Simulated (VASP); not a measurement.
# Ir (I4/mmm) in VASP: notebook

Runs on Ir. Level: PBEsol. Tasks: single point.

All numbers are computed with VASP 6.6.1; they aren't measurements. Logs are shortened: lines on timing, memory, paths and dates and some standing lists are left out, and cuts for length are marked.

### 1 The cell of the first run

It takes space group I4/mmm (No. 139, tetragonal). The conventional cell has a = 2.708 Å, b = 2.708 Å, c = 4.060 Å, α = 90.00°, β = 90.00°, γ = 90.00°. Within 3.6 Å of Ir (site symmetry 4/mmm) lie 12 Ir at 2.71 to 2.79 Å.

### 2 Single point, PBEsol (strain +0.0600 x Voigt [1, 0, 0, 0, 0, 0])

File INCAR:

```
PREC     = Accurate       # precision mode
ENCUT    = 520            # plane-wave cutoff, eV
EDIFF    = 1E-6           # SCF threshold, eV
ISMEAR   = 0              # smearing method
SIGMA    = 0.15           # smearing width, eV
LREAL    = F              # projectors in reciprocal space
LASPH    = T              # aspherical terms in the spheres
NELM     = 60             # most SCF steps
ALGO     = Fast           # electronic algorithm
ISIF     = 2              # what is computed and relaxed
LWAVE    = F              # write WAVECAR
LCHARG   = F              # write CHGCAR
GGA      = PS             # functional
NBANDS   = 10             # bands
```

File KPOINTS:

```
regular mesh
0
Gamma
  26 26 26
```

File POSCAR:

```
Ir
1.0
    0.0000000000      1.9151152071      1.9151152071
    2.0300221195      0.0000000000      1.9151152071
    2.0300221195      1.9151152071      0.0000000000
Ir
1
Direct
    0.0000000000      0.0000000000      0.0000000000
```

Potentials or basis: VASP PAW PBE potentials, release 64 (Ir).

Command:

```console
$ cat potpaw_PBE.64/Ir/POTCAR > POTCAR
$ mpirun -np 1 vasp_std > vasp.out
```

OUTCAR:

```text
PREC = Accurate
   ENCUT = 520
   EDIFF = 1E-6
   ISMEAR = 0
   LREAL = F
   LASPH = T
   NELM = 60
   ISIF = 2
   GGA = PS

 ion  position               nearest neighbor table
   1  0.000  0.000  0.000-

  LATTYP: Found a body centered tetragonal cell.
 ALAT       =     2.7083818994
 C/A-ratio  =     1.4990663761

  Lattice vectors:

 A1 = (   2.0300221195,   0.0000000000,   1.9151152071)
 A2 = (   2.0300221195,   0.0000000000,  -1.9151152071)
 A3 = (  -2.0300221195,   1.9151152071,   0.0000000000)

Analysis of symmetry for initial positions (statically):
=====================================================================
 Subroutine PRICEL returns:
 Original cell was already a primitive cell.

 Routine SETGRP: Setting up the symmetry group for a
 body centered tetragonal supercell.

 Subroutine GETGRP returns: Found 16 space group operations
 (whereof 16 operations were pure point group operations)
 out of a pool of 16 trial point group operations.

The static configuration has the point symmetry D_4h.

Analysis of symmetry for dynamics (positions and initial velocities):
=====================================================================
 Subroutine PRICEL returns:
 Original cell was already a primitive cell.

 Routine SETGRP: Setting up the symmetry group for a
 body centered tetragonal supercell.

 Subroutine GETGRP returns: Found 16 space group operations
 (whereof 16 operations were pure point group operations)
 out of a pool of 16 trial point group operations.

The dynamic configuration has the point symmetry D_4h.

 Subroutine INISYM returns: Found 16 space group operations
 (whereof 16 operations are pure point group operations),
 and found     1 'primitive' translations

----------------------------------------------------------------------------------------

                                     Primitive cell

  volume of cell :      14.8909

  direct lattice vectors                    reciprocal lattice vectors
     0.000000000  1.915115207  1.915115207    -0.246302735  0.261080899  0.261080899
     2.030022119  0.000000000  1.915115207     0.246302735 -0.261080899  0.261080899
     2.030022119  1.915115207  0.000000000     0.246302735  0.261080899 -0.261080899

  length of vectors
     2.708381899  2.790816379  2.790816379     0.443837255  0.443837255  0.443837255

  position of ions in fractional coordinates (direct lattice)
     0.000000000  0.000000000  0.000000000

  ion indices of the primitive-cell ions
   primitive index   ion index
                 1           1

----------------------------------------------------------------------------------------

 KPOINTS: regular mesh

Automatic generation of k-mesh.
 Grid dimensions read from file:
 generate k-points for:   26   26   26

 Generating k-lattice:

  Cartesian coordinates                     Fractional coordinates (reciprocal lattice)
    -0.009473182  0.010041573  0.010041573     0.038461538  0.000000000  0.000000000
     0.009473182 -0.010041573  0.010041573     0.000000000  0.038461538  0.000000000
     0.009473182  0.010041573 -0.010041573     0.000000000  0.000000000  0.038461538

  Length of vectors
     0.017070664  0.017070664  0.017070664

  Shift w.r.t. Gamma in fractional coordinates (k-lattice)
     0.000000000  0.000000000  0.000000000

 Subroutine IBZKPT returns following result:
 ===========================================

 Found   1330 irreducible k-points:

 Following reciprocal coordinates:
            Coordinates               Weight
  0.000000  0.000000  0.000000      1.000000
  0.038462  0.000000  0.000000      8.000000
  0.076923  0.000000  0.000000      8.000000
  0.115385  0.000000  0.000000      8.000000
  0.153846  0.000000  0.000000      8.000000
  0.192308  0.000000  0.000000      8.000000
[... 16 lines left out ...]
  0.346154  0.038462 -0.000000     16.000000
  0.384615  0.038462  0.000000     16.000000
 [... further k-points ...]
   k-points           NKPTS =   1330   k-points in BZ     NKDIM =   1330   number of bands    NBANDS=     10
   number of dos      NEDOS =    301   number of ions     NIONS =      1
   total plane-waves  NPLWV =  11520
   dimension x,y,z NGX =    20 NGY =   24 NGZ =   24
   dimension x,y,z NGXF=    40 NGYF=   48 NGZF=   48
   ions per type =               1
   NGX,Y,Z   is equivalent  to a cutoff of  12.28, 14.30, 14.30 a.u.
   NGXF,Y,Z  is equivalent  to a cutoff of  24.55, 28.59, 28.59 a.u.
 SYSTEM =  unknown system
   PREC   = accura    normal or accurate (medium, high low for compatibility)
   ISTART =      0    job   : 0-new  1-cont  2-samecut
   ICHARG =      2    charge: 1-file 2-atom 10-const
   ISPIN  =      1    spin polarized calculation?
   LNONCOLLINEAR =      F non collinear calculations
   LSORBIT =      F    spin-orbit coupling
   LASPH  =      T    aspherical Exc in radial PAW
   ENCUT  =  520.0 eV  38.22 Ry    6.18 a.u.   5.04  5.19  5.19*2*pi/ulx,y,z
   NELM   =     60;   NELMIN=  2; NELMDL= -5     # of ELM steps
   EDIFF  = 0.1E-05   stopping-criterion for ELM
   LREAL  =      F    real-space projection
   EDIFFG = 0.1E-04   stopping-criterion for IOM
   NSW    =      0    number of steps for IOM
   IBRION =     -1    ionic relax: 0-MD 1-quasi-New 2-CG
   NFREE  =      0    steps in history (QN), initial steepest desc. (CG)
   ISIF   =      2    stress and relaxation
   ISYM   =      2    0-nonsym 1-usesym 2-fastsym
   POTIM  = 0.5000    time-step for ionic-motion
   TEBEG  =    0.0;   TEEND  =   0.0 temperature during run
   PSTRESS=    0.0 pullay stress
   NELECT =       9.0000    total number of electrons
   NUPDOWN=      -1.0000    fix difference up-down
   EMIN   =  10.00;   EMAX   =-10.00  energy-range for DOS
   EFERMI =   0.00;   METHOD = LEGACY
   ISMEAR =     0;   SIGMA  =   0.15  broadening in eV -4-tet -1-fermi 0-gaus
   EFERMI_NEDOS =   21; number of points for ismear=-14 and -15
   IALGO  =     68    algorithm
   IMIX   =      4    mixing-type and parameters
     AMIX     =   0.40;   BMIX     =  1.00
     AMIX_MAG =   1.60;   BMIX_MAG =  1.00
  volume/ion in A,a.u.               =      14.89       100.49
  Fermi-wavevector in a.u.,A,eV,Ry     =   1.384147  2.615658 26.066889  1.915862
  Thomas-Fermi vector in A             =   2.508678
   LORBIT       =      0    0 simple, 1 ext, 2 COOP (PROOUT), +10 PAW based schemes
   GGA     = PS    functional components
   LHFCALC =     F    Hartree Fock is set to
   AEXX    =    0.0000 exact exchange contribution
   IVDW    =     0    specifies the selected vdW correction
   LEPSILON=     F    determine dielectric tensor
   LRPA    =     F    only Hartree local field effects (RPA)
 non-spin polarized calculation
 RMM-DIIS sequential band-by-band and
 Gauss-broadening in eV      SIGMA  =   0.15
  energy-cutoff  :      520.00
  volume of cell :       14.89
 maximum number of plane-waves:       414
   NGX =  9   NGY = 11   NGZ = 11

 number of electron       9.0000000 magnetization

 Free energy of the ion-electron system (eV)
  ---------------------------------------------------
  ext. energy  EPLUGINS =         0.00000000
  ---------------------------------------------------
  free energy    TOTEN  =        -9.74115410 eV

  energy without entropy =       -9.73075331  energy(sigma->0) =       -9.73595370

 E-fermi :   9.3534     XC(G=0): -13.8014

 val. band max:        9.3519775622   @ k =  -0.4231   0.4231  -0.0000
 cond. band min:       9.3564988425   @ k =  -0.1538   0.1538   0.0769
 fundamental gap:      0.0045212803
 Fermi energy:         9.3534100171

 k-point     1 :       0.0000    0.0000    0.0000
  band No.  band energies     occupation
      1      -1.2653      2.00000
      2       5.2957      2.00000
      3       6.0380      2.00000
      4       6.0380      2.00000
      5       7.7620      2.00000
      6       8.7380      2.00000
      7      23.8428      0.00000
      8      27.9777      0.00000
      9      29.6255      0.00000
     10      29.6255      0.00000

 k-point     2 :       0.0385    0.0000    0.0000
  band No.  band energies     occupation
      1      -1.2024      2.00000
      2       5.3083      2.00000
      3       6.0186      2.00000
      4       6.0650      2.00000
      5       7.7514      2.00000
      6       8.7145      2.00000
      7      23.9490      0.00000
      8      27.9499      0.00000
      9      29.3533      0.00000
     10      29.7285      0.00000

 k-point     3 :       0.0769    0.0000    0.0000
  band No.  band energies     occupation
      1      -1.0166      2.00000
      2       5.3331      2.00000
      3       5.9737      2.00000
      4       6.1424      2.00000
      5       7.7276      2.00000
      6       8.6497      2.00000
      7      24.2546      0.00000
      8      27.5937      0.00000
      9      29.1015      0.00000
     10      30.0319      0.00000

 k-point     4 :       0.1154    0.0000    0.0000
  band No.  band energies     occupation
      1      -0.7168      2.00000
      2       5.3345      2.00000
      3       5.9385      2.00000
      4       6.2582      2.00000
      5       7.7151      2.00000
      6       8.5616      2.00000
      7      24.7173      0.00000
      8      26.7338      0.00000
      9      29.3723      0.00000
     10      30.5192      0.00000

 k-point     5 :       0.1538    0.0000    0.0000
  band No.  band energies     occupation
      1      -0.3197      2.00000
      2       5.2885      2.00000
      3       5.9337      2.00000
      4       6.3896      2.00000
      5       7.7535      2.00000
      6       8.4809      2.00000
      7      25.2415      0.00000
      8      25.7148      0.00000
      9      29.9430      0.00000
     10      31.1615      0.00000

 k-point     6 :       0.1923    0.0000    0.0000
  band No.  band energies     occupation
      1       0.1460      2.00000
      2       5.2301      2.00000
      3       5.9279      2.00000
      4       6.5006      2.00000
      5       7.8856      2.00000
      6       8.4508      2.00000
      7      24.6010      0.00000
      8      25.7489      0.00000
      9      30.6797      0.00000
     10      31.9078      0.00000
[... 183 lines left out ...]
 k-point    21 :       0.2692    0.0385    0.0000
  band No.  band energies     occupation
      1       1.0090      2.00000
      2       5.2595      2.00000
      3       5.8687      2.00000
      4       6.5330      2.00000
      5       8.3109      2.00000
      6       8.6950      2.00000
      7      22.7407      0.00000
      8      25.8720      0.00000
      9      31.1104      0.00000
     10      32.7837      0.00000

 k-point    22 :       0.3077    0.0385    0.0000
  band No.  band energies     occupation
      1       1.3917      2.00000
      2       5.4975      2.00000
      3       5.7880      2.00000
      4       6.4503      2.00000
      5       8.6600      2.00000
      6       9.0169      1.99849
      7      21.5219      0.00000
      8      25.3691      0.00000
      9      31.0183      0.00000
     10      32.7130      0.00000

 k-point    23 :       0.3462    0.0385   -0.0000
  band No.  band energies     occupation
      1       1.6417      2.00000
      2       5.6380      2.00000
      3       6.0098      2.00000
      4       6.3375      2.00000
      5       9.0532      1.99535
      6       9.3917      0.71822
      7      20.2285      0.00000
      8      24.7400      0.00000
      9      30.3366      0.00000
     10      31.8301      0.00000

 k-point    24 :       0.3846    0.0385    0.0000
  band No.  band energies     occupation
      1       1.7680      2.00000
      2       5.5421      2.00000
      3       6.2181      2.00000
      4       6.6567      2.00000
      5       9.4505      0.35978
      6       9.7697      0.00009
      7      18.9106      0.00000
      8      24.1728      0.00000
      9      29.5221      0.00000
     10      30.8606      0.00000

 [... further k-points ...]
[... 5 lines left out ...]
  --------------------------------------------------------------------------------------
  -------------------------------------------------------------------------------------
  Total       -2.8911522     -1.0807093     -1.0807093      0.0000000      0.0000000      0.0000000
  in kB     -311.0720322   -116.2783634   -116.2783634      0.0000000      0.0000000      0.0000000
  external PRESSURE =    -181.2095863 kB  Pullay stress =       0.0000000 kB

 VOLUME and BASIS-vectors are now :
 -----------------------------------------------------------------------------
  energy-cutoff  :      520.00
  volume of cell :       14.89
      direct lattice vectors                 reciprocal lattice vectors
     0.000000000  1.915115207  1.915115207    -0.246302735  0.261080899  0.261080899
     2.030022119  0.000000000  1.915115207     0.246302735 -0.261080899  0.261080899
     2.030022119  1.915115207  0.000000000     0.246302735  0.261080899 -0.261080899

 POSITION                                       TOTAL-FORCE (eV/Angst)
 -----------------------------------------------------------------------------------
      0.00000      0.00000      0.00000         0.000000     -0.000000      0.000000
 -----------------------------------------------------------------------------------
    total drift:                                0.000000     -0.000000     -0.000000

  FREE ENERGIE OF THE ION-ELECTRON SYSTEM (eV)
  ---------------------------------------------------
  free  energy   TOTEN  =        -9.7411540962 eV

  energy  without entropy=       -9.7307533066  energy(sigma->0) =       -9.73595370
```

It took 2.5 min on 1 thread of AMD EPYC 9R45 (Zen 5), shared host; peak memory 0.29 GiB.

Results:

- Free energy: -9.7412 eV
- Pressure: -18.1 GPa

Stress tensor (GPa, compression positive):
```
-31.11   0.00   0.00
  0.00 -11.63   0.00
  0.00   0.00 -11.63
```

Caveat: the cell differs from its parent crystal (strain +0.0600 x Voigt [1, 0, 0, 0, 0, 0]); the PAW data sets were made with another functional, which shifts forces and pressure a little; spin-orbit coupling is left out, which moves the levels of the heavy elements.

### 3 Single point, PBEsol (strain -0.0450 x Voigt [1, 0, 0, 0, 0, 0])

File INCAR:

```
PREC = Accurate
ENCUT = 500
EDIFF = 1E-6
ISMEAR = 0
SIGMA = 0.15
LREAL = False
LASPH = True
NELM = 120
ALGO = Normal
ISIF = 2
LWAVE = False
LCHARG = True
GGA = PS
LELF = True
LVHAR = True
NBANDS = 14
GGA_COMPAT = False
```

KPOINTS is that of step 2.

File POSCAR:

```
Ir
1.0
    0.0000000000      1.9151152071      1.9151152071
    1.8289350228      0.0000000000      1.9151152071
    1.8289350228      1.9151152071      0.0000000000
Ir
1
Direct
    0.0000000000      0.0000000000      0.0000000000
```

Potentials or basis: VASP PAW PBE potentials, release 64 (Ir_sv_GW).

Command:

```console
$ cat potpaw_PBE.64/Ir_sv_GW/POTCAR > POTCAR
$ mpirun -np 1 vasp_std > vasp.out
```

It took 1.9 min on 1 thread of AMD EPYC 9R45 (Zen 5), shared host; peak memory 0.31 GiB.

The run converged. Its results:

```
Free energy : -10.3382 eV
Pressure    : 17.1 GPa
```

Stress tensor (GPa, compression positive):
```
30.14  0.00  0.00
 0.00 10.59  0.00
 0.00  0.00 10.59
```

Levels at points of the mesh, in eV from the Fermi level:
```csv
k point,band 5,band 6,band 7,band 8,band 9,band 10,band 11,band 12
"(0.00, 0.00, 0.00)",-11.72,-4.39,-4.39,-3.77,-1.69,-0.86,13.47,18.72
"(0.50, 0.00, 0.00)",-8.68,-4.66,-3.96,-0.90,0.83,1.23,7.86,13.08
"(0.50, 0.50, 0.00)",-8.56,-7.90,0.99,1.33,1.35,1.95,10.86,11.67
"(0.00, 0.50, 0.50)",-8.51,-7.98,0.98,1.70,1.70,2.38,11.15,11.15
```

Caveat: the cell differs from its parent crystal (strain -0.0450 x Voigt [1, 0, 0, 0, 0, 0]); the PAW data sets were made with another functional, which shifts forces and pressure a little; spin-orbit coupling is left out, which moves the levels of the heavy elements.
